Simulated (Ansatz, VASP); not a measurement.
# GaP in VASP and in Ansatz

Contents of INCAR:

```
SYSTEM = GaP
  ALGO = Normal
  EDIFF = 1E-6
  ENCUT = 520
  GGA = CA
  ISIF = 2
  ISMEAR = -1
  LASPH = .True.
  LCHARG = .False.
  LREAL = .False.
  LWAVE = .False.
  NBANDS = 26
  NELM = 100
  PREC = Accurate
  SIGMA = 0.05
```

Contents of KPOINTS:

```
k-points
0
Gamma
  8 8 8
  0 0 0
```

Contents of POSCAR:

```
GaP
1.0
    1.9430151755      1.1218003346      6.4308101003
   -1.9430151755      1.1218003346      6.4308101003
    0.0000000000     -2.2436006692      6.4308101003
Ga P
2 2
Direct
    0.5646280000      0.5646280000      0.5646280000
    0.4353720000      0.4353720000      0.4353720000
    0.9426110000      0.9426110000      0.9426110000
    0.0573890000      0.0573890000      0.0573890000
```

Contents of input.yaml:

```yaml
crystal:
  lattice:
    - [1.9430151755, 1.1218003346, 6.4308101003]
    - [-1.9430151755, 1.1218003346, 6.4308101003]
    - [0.0, -2.2436006692, 6.4308101003]
  atoms:
    - { symbol: Ga, position: [0.564628, 0.564628, 0.564628] }
    - { symbol: Ga, position: [0.435372, 0.435372, 0.435372] }
    - { symbol: P, position: [0.942611, 0.942611, 0.942611] }
    - { symbol: P, position: [0.057389, 0.057389, 0.057389] }
kpoints:
  mp_grid: { grid: [8, 8, 8] }
scf:
  occupations: { method: fermi_dirac, width: 0.05 }
hamiltonian:
  xc: lda
  pseudopotentials: { kind: all_electron, lapw: { basis_error: 0.002 } }
output:
  forces: true
  stress: true
  eigenvalues: true
```

Alike in both runs: task single point; functional LDA; k mesh 8 × 8 × 8; occupations fermi-dirac, width 0.05 eV; no spin polarisation.

```csv
,VASP,Ansatz
version,VASP 6.6.1,Ansatz 0.2.0
potentials or method,"VASP PAW LDA potentials, release 64 (Ga_d, P), cutoff 520 eV","all-electron LAPW, scalar-relativistic"
```

|  | VASP | Ansatz | Ansatz less VASP |
| --- | --- | --- | --- |
| gap on the k mesh at the Fermi level (eV) | 0.72 | 0.71 | -0.010 |
| least direct gap on the mesh (eV) | 0.97 | 0.96 | -0.011 |
| pressure (GPa) | -4.7 | -4.8 | -0.03 |
| traceless stress, the component that is largest in VASP (GPa) | 0.11 | 0.15 | +0.042 |
| rms of the force components (eV/Å) | 0.042 | 0.055 | +0.0136 |

LDA's correlation is that of Perdew and Zunger in VASP and of Perdew and Wang (1992) in Ansatz. Atom by atom the forces differ by 0.015 eV/Å (rms over components). Ansatz ran all-electron here, and VASP with PAW potentials.
